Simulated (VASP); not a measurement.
# LiF (Fm-3m) in VASP: single point with r2SCAN

Aim: the single point of LiF with r2SCAN.

Everything below comes from runs of VASP 6.6.1. Logs are shortened: lines on timing, memory, paths and dates and some standing lists are left out, and cuts for length are marked.

## 1. The cell of the first run

The structure is cubic, space group Fm-3m (No. 225). The conventional cell has a = 4.228 Å, b = 4.228 Å, c = 4.228 Å, α = 90.00°, β = 90.00°, γ = 90.00°. Li (site symmetry m-3m) has 6 F at 2.11 Å within 2.8 Å. Within 2.8 Å of F (site symmetry m-3m) lie 6 Li at 2.11 Å.

## 2. Single point, r2SCAN (strain +6.0%)

The input, POSCAR:

```
LiF
1.0
    0.0000000000      2.1141650707      2.1141650707
    2.1141650707      0.0000000000      2.1141650707
    2.1141650707      2.1141650707      0.0000000000
Li F
1 1
Direct
    0.0000000000      0.0000000000      0.0000000000
    0.5000000000      0.5000000000      0.5000000000
```

The input, INCAR.step1:

```
ALGO = Normal
EDIFF = 1E-5
ENCUT = 1490
GGA = PE
GGA_COMPAT = F
ISMEAR = 0
LASPH = T
LCHARG = F
LREAL = F
LWAVE = T
NBANDS = 12
NELM = 120
PREC = Accurate
SIGMA = 0.01
```

The input, INCAR.step2:

```
ALGO = Normal
EDIFF = 1E-6
ENCUT = 1490
GGA_COMPAT = F
ISIF = 2
ISMEAR = 0
ISTART = 1
LASPH = T
LCHARG = T
LELF = T
LMIXTAU = T
LREAL = F
LVHAR = T
LWAVE = F
METAGGA = R2SCAN
NBANDS = 12
NELM = 120
PREC = Accurate
SIGMA = 0.01
```

The input, KPOINTS:

```
k-points
0
Gamma
  10 10 10
```

Potentials or basis: VASP PAW PBE potentials, release 64 (Li_sv, F_h).

The run is started by

```sh
$ cat potpaw_PBE.64/Li_sv/POTCAR potpaw_PBE.64/F_h/POTCAR > POTCAR
$ cp INCAR.step1 INCAR
$ mpirun -np 1 vasp_std > vasp.out
$ cp INCAR.step2 INCAR
$ mpirun -np 1 vasp_std > vasp.out
```

OUTCAR:

```text
EDIFF = 1E-6
   ENCUT = 1490
   ISIF = 2
   ISMEAR = 0
   ISTART = 1
   LASPH = T
   LREAL = F
   METAGGA = R2SCAN
   NELM = 120
   PREC = Accurate

 ion  position               nearest neighbor table
   1  0.000  0.000  0.000-
   2  0.500  0.500  0.500-

  LATTYP: Found a face centered cubic cell.
 ALAT       =     4.2283301414

  Lattice vectors:

 A1 = (   0.0000000000,   2.1141650707,   2.1141650707)
 A2 = (   2.1141650707,   0.0000000000,   2.1141650707)
 A3 = (   2.1141650707,   2.1141650707,   0.0000000000)

Analysis of symmetry for initial positions (statically):
=====================================================================
 Subroutine PRICEL returns:
 Original cell was already a primitive cell.

 Routine SETGRP: Setting up the symmetry group for a
 face centered cubic supercell.

 Subroutine GETGRP returns: Found 48 space group operations
 (whereof 48 operations were pure point group operations)
 out of a pool of 48 trial point group operations.

The static configuration has the point symmetry O_h .

Analysis of symmetry for dynamics (positions and initial velocities):
=====================================================================
 Subroutine PRICEL returns:
 Original cell was already a primitive cell.

 Routine SETGRP: Setting up the symmetry group for a
 face centered cubic supercell.

 Subroutine GETGRP returns: Found 48 space group operations
 (whereof 48 operations were pure point group operations)
 out of a pool of 48 trial point group operations.

The dynamic configuration has the point symmetry O_h .

 Subroutine INISYM returns: Found 48 space group operations
 (whereof 48 operations are pure point group operations),
 and found     1 'primitive' translations

----------------------------------------------------------------------------------------

                                     Primitive cell

  volume of cell :      18.8993

  direct lattice vectors                    reciprocal lattice vectors
     0.000000000  2.114165071  2.114165071    -0.236499981  0.236499981  0.236499981
     2.114165071  0.000000000  2.114165071     0.236499981 -0.236499981  0.236499981
     2.114165071  2.114165071  0.000000000     0.236499981  0.236499981 -0.236499981

  length of vectors
     2.989880916  2.989880916  2.989880916     0.409629984  0.409629984  0.409629984

  position of ions in fractional coordinates (direct lattice)
     0.000000000  0.000000000  0.000000000
     0.500000000  0.500000000  0.500000000

  ion indices of the primitive-cell ions
   primitive index   ion index
                 1           1
                 2           2

----------------------------------------------------------------------------------------

 KPOINTS: k-points

Automatic generation of k-mesh.
 Grid dimensions read from file:
 generate k-points for:   10   10   10

 Generating k-lattice:

  Cartesian coordinates                     Fractional coordinates (reciprocal lattice)
    -0.023649998  0.023649998  0.023649998     0.100000000  0.000000000  0.000000000
     0.023649998 -0.023649998  0.023649998     0.000000000  0.100000000  0.000000000
     0.023649998  0.023649998 -0.023649998     0.000000000  0.000000000  0.100000000

  Length of vectors
     0.040962998  0.040962998  0.040962998

  Shift w.r.t. Gamma in fractional coordinates (k-lattice)
     0.000000000  0.000000000  0.000000000

 Subroutine IBZKPT returns following result:
 ===========================================

 Found     47 irreducible k-points:

 Following reciprocal coordinates:
            Coordinates               Weight
  0.000000  0.000000  0.000000      1.000000
  0.100000  0.000000  0.000000      8.000000
  0.200000  0.000000  0.000000      8.000000
  0.300000  0.000000  0.000000      8.000000
  0.400000  0.000000  0.000000      8.000000
  0.500000  0.000000  0.000000      4.000000
[... 16 lines left out ...]
  0.300000  0.300000  0.000000      6.000000
  0.400000  0.300000  0.000000     24.000000
 [... further k-points ...]
   k-points           NKPTS =     47   k-points in BZ     NKDIM =     47   number of bands    NBANDS=     12
   number of dos      NEDOS =    301   number of ions     NIONS =      2
   total plane-waves  NPLWV =  64000
   dimension x,y,z NGX =    40 NGY =   40 NGZ =   40
   dimension x,y,z NGXF=    80 NGYF=   80 NGZF=   80
   ions per type =               1   1
   NGX,Y,Z   is equivalent  to a cutoff of  22.24, 22.24, 22.24 a.u.
   NGXF,Y,Z  is equivalent  to a cutoff of  44.48, 44.48, 44.48 a.u.
 SYSTEM =  unknown system
   PREC   = accura    normal or accurate (medium, high low for compatibility)
   ISTART =      1    job   : 0-new  1-cont  2-samecut
   ICHARG =      0    charge: 1-file 2-atom 10-const
   ISPIN  =      1    spin polarized calculation?
   LNONCOLLINEAR =      F non collinear calculations
   LSORBIT =      F    spin-orbit coupling
   LASPH  =      T    aspherical Exc in radial PAW
   ENCUT  = 1490.0 eV 109.51 Ry   10.46 a.u.   9.41  9.41  9.41*2*pi/ulx,y,z
   NELM   =    120;   NELMIN=  2; NELMDL=  0     # of ELM steps
   EDIFF  = 0.1E-05   stopping-criterion for ELM
   LREAL  =      F    real-space projection
   EDIFFG = 0.1E-04   stopping-criterion for IOM
   NSW    =      0    number of steps for IOM
   IBRION =     -1    ionic relax: 0-MD 1-quasi-New 2-CG
   NFREE  =      0    steps in history (QN), initial steepest desc. (CG)
   ISIF   =      2    stress and relaxation
   ISYM   =      2    0-nonsym 1-usesym 2-fastsym
   POTIM  = 0.5000    time-step for ionic-motion
   TEBEG  =    0.0;   TEEND  =   0.0 temperature during run
   PSTRESS=    0.0 pullay stress
   NELECT =      10.0000    total number of electrons
   NUPDOWN=      -1.0000    fix difference up-down
   EMIN   =  10.00;   EMAX   =-10.00  energy-range for DOS
   EFERMI =   0.00;   METHOD = LEGACY
   ISMEAR =     0;   SIGMA  =   0.01  broadening in eV -4-tet -1-fermi 0-gaus
   EFERMI_NEDOS =   21; number of points for ismear=-14 and -15
   IALGO  =     38    algorithm
   IMIX   =      4    mixing-type and parameters
     AMIX     =   0.40;   BMIX     =  1.00
     AMIX_MAG =   1.60;   BMIX_MAG =  1.00
  volume/ion in A,a.u.               =       9.45        63.77
  Fermi-wavevector in a.u.,A,eV,Ry     =   1.324116  2.502216 23.854856  1.753282
  Thomas-Fermi vector in A             =   2.453674
   LORBIT       =      0    0 simple, 1 ext, 2 COOP (PROOUT), +10 PAW based schemes
   METAGGA = R2SCAN    functional components
   LHFCALC =     F    Hartree Fock is set to
   AEXX    =    0.0000 exact exchange contribution
   IVDW    =     0    specifies the selected vdW correction
   LEPSILON=     F    determine dielectric tensor
   LRPA    =     F    only Hartree local field effects (RPA)
 non-spin polarized calculation
 Gauss-broadening in eV      SIGMA  =   0.01
  energy-cutoff  :     1490.00
  volume of cell :       18.90
 maximum number of plane-waves:      2501
 NGX is ok and might be reduce to    40
   NGX = 19   NGY = 19   NGZ = 19

 number of electron      10.0000000 magnetization

 Free energy of the ion-electron system (eV)
  ---------------------------------------------------
  ext. energy  EPLUGINS =         0.00000000
  ---------------------------------------------------
  free energy    TOTEN  =       -11.80487801 eV

  energy without entropy =      -11.80487801  energy(sigma->0) =      -11.80487801

 E-fermi :  -1.8725     XC(G=0):  -9.7901

 val. band max:       -1.9822755681   @ k =   0.0000   0.0000   0.0000
 cond. band min:       6.9729084557   @ k =   0.0000   0.0000   0.0000
 fundamental gap:      8.9551840238
 Fermi energy:        -1.8725424905

 k-point     1 :       0.0000    0.0000    0.0000
  band No.  band energies     occupation
      1     -44.3707      2.00000
      2     -22.7187      2.00000
      3      -1.9823      2.00000
      4      -1.9823      2.00000
      5      -1.9823      2.00000
      6       6.9729      0.00000
      7      22.0018      0.00000
      8      22.0018      0.00000
      9      22.0018      0.00000
     10      22.1036      0.00000
     11      22.1036      0.00000
     12      22.1036      0.00000

 k-point     2 :       0.1000    0.0000    0.0000
  band No.  band energies     occupation
      1     -44.3678      2.00000
      2     -22.6898      2.00000
      3      -2.2207      2.00000
      4      -2.0016      2.00000
      5      -2.0016      2.00000
      6       7.2584      0.00000
      7      19.2582      0.00000
      8      20.7444      0.00000
      9      20.7444      0.00000
     10      23.1608      0.00000
     11      23.1608      0.00000
     12      23.2229      0.00000

 k-point     3 :       0.2000    0.0000    0.0000
  band No.  band energies     occupation
      1     -44.3604      2.00000
      2     -22.6128      2.00000
      3      -2.7929      2.00000
      4      -2.0512      2.00000
      5      -2.0512      2.00000
      6       7.9320      0.00000
      7      16.8270      0.00000
      8      19.3662      0.00000
      9      19.3662      0.00000
     10      24.0722      0.00000
     11      24.3747      0.00000
     12      24.3747      0.00000

 k-point     4 :       0.3000    0.0000    0.0000
  band No.  band energies     occupation
      1     -44.3513      2.00000
      2     -22.5150      2.00000
      3      -3.4257      2.00000
      4      -2.1109      2.00000
      5      -2.1109      2.00000
      6       8.6061      0.00000
      7      15.2492      0.00000
      8      18.2188      0.00000
      9      18.2188      0.00000
     10      25.2577      0.00000
     11      25.8513      0.00000
     12      25.8513      0.00000

 k-point     5 :       0.4000    0.0000    0.0000
  band No.  band energies     occupation
      1     -44.3439      2.00000
      2     -22.4337      2.00000
      3      -3.8950      2.00000
      4      -2.1578      2.00000
      5      -2.1578      2.00000
      6       8.9787      0.00000
      7      14.5341      0.00000
      8      17.4789      0.00000
      9      17.4789      0.00000
     10      26.6274      0.00000
     11      27.3128      0.00000
     12      27.3128      0.00000
[... 228 lines left out ...]
      1     -44.3416      2.00000
      2     -22.3894      2.00000
      3      -3.6318      2.00000
      4      -2.9028      2.00000
      5      -2.1860      2.00000
      6       9.9836      0.00000
      7      13.9356      0.00000
      8      17.3080      0.00000
      9      17.6744      0.00000
     10      26.1102      0.00000
     11      26.5319      0.00000
     12      26.8403      0.00000

 k-point    22 :      -0.2000    0.2000    0.0000
  band No.  band energies     occupation
      1     -44.3484      2.00000
      2     -22.4737      2.00000
      3      -3.3135      2.00000
      4      -2.6710      2.00000
      5      -2.0780      2.00000
      6       9.2220      0.00000
      7      14.7904      0.00000
      8      17.7354      0.00000
      9      18.2488      0.00000
     10      24.8442      0.00000
     11      25.3268      0.00000
     12      27.2279      0.00000

 k-point    23 :       0.3000    0.3000    0.0000
  band No.  band energies     occupation
      1     -44.3457      2.00000
      2     -22.4203      2.00000
      3      -3.5374      2.00000
      4      -2.5163      2.00000
      5      -2.5163      2.00000
      6      10.0544      0.00000
      7      16.1070      0.00000
      8      17.1290      0.00000
      9      18.3790      0.00000
     10      18.3790      0.00000
     11      30.8538      0.00000
     12      31.7272      0.00000

 k-point    24 :       0.4000    0.3000    0.0000
  band No.  band energies     occupation
      1     -44.3402      2.00000
      2     -22.3447      2.00000
      3      -3.8670      2.00000
      4      -2.6852      2.00000
      5      -2.5968      2.00000
      6      10.9047      0.00000
      7      14.9654      0.00000
      8      16.5566      0.00000
      9      18.1383      0.00000
     10      19.1289      0.00000
     11      30.3445      0.00000
     12      31.9426      0.00000

 [... further k-points ...]
[... 5 lines left out ...]
  --------------------------------------------------------------------------------------
  -------------------------------------------------------------------------------------
  Total       -1.2217055     -1.2217055     -1.2217055     -0.0000000     -0.0000000      0.0000000
  in kB     -103.5691564   -103.5691564   -103.5691564     -0.0000000     -0.0000000      0.0000000
  external PRESSURE =    -103.5691564 kB  Pullay stress =       0.0000000 kB

 VOLUME and BASIS-vectors are now :
 -----------------------------------------------------------------------------
  energy-cutoff  :     1490.00
  volume of cell :       18.90
      direct lattice vectors                 reciprocal lattice vectors
     0.000000000  2.114165071  2.114165071    -0.236499981  0.236499981  0.236499981
     2.114165071  0.000000000  2.114165071     0.236499981 -0.236499981  0.236499981
     2.114165071  2.114165071  0.000000000     0.236499981  0.236499981 -0.236499981

 POSITION                                       TOTAL-FORCE (eV/Angst)
 -----------------------------------------------------------------------------------
      0.00000      0.00000      0.00000         0.000000      0.000000     -0.000000
      2.11417      2.11417      2.11417        -0.000000     -0.000000      0.000000
 -----------------------------------------------------------------------------------
    total drift:                                0.000000     -0.000000      0.000000

  FREE ENERGIE OF THE ION-ELECTRON SYSTEM (eV)
  ---------------------------------------------------
  free  energy   TOTEN  =       -11.8048780102 eV

  energy  without entropy=      -11.8048780102  energy(sigma->0) =      -11.80487801
```

It took 3 min on 1 thread of Intel Xeon Platinum 8375C at 2.90GHz (Ice Lake), shared host; peak memory 0.27 GiB.

Results:

| Item | Value |
| --- | --- |
| Free energy | -11.8049 eV |
| Pressure | -10.4 GPa |
| Band gap on the k mesh | 8.96 eV |

Caveat: the cell differs from its parent crystal (strain +6.0%); the cell stands under tension; the PAW data sets were made with another functional, which shifts forces and pressure a little.
